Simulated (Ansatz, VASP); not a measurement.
**One calculation of Re, two programs**

```xyz
2
Lattice="2.5647 0.0000 0.0000 -1.2824 2.2211 0.0000 0.0000 0.0000 4.2869" Properties=species:S:1:pos:R:3 pbc="T T T"
Re    0.0000    1.4807    1.0717
Re    1.2824    0.7404    3.2151
```

Change from the starting cell: z stretched by +3 % at fixed volume, crystal datasets.

Alike in both runs: task electric field gradients; functional PBE; k mesh 18 × 18 × 10; occupations fermi-dirac, width 0.05 eV; no spin polarisation.

|  | VASP | Ansatz |
| --- | --- | --- |
| version | VASP 6.6.1 | Ansatz 0.2.0 |
| potentials or method | VASP PAW PBE potentials, release 64 (Re), cutoff 520 eV | all-electron PAW with datasets made for the crystal, scalar-relativistic |

Ansatz gave:

| Quantity | Value |
| --- | --- |
| size of Vzz on the site where it differs most (V/Å²) | 19.7 |

**Question.** Which values does VASP return?

**Answer.** Size of Vzz on the site where it differs most (V/Å²): 6.4.

Ansatz ran all-electron here, and VASP with PAW potentials.

Spin-orbit coupling is off throughout.
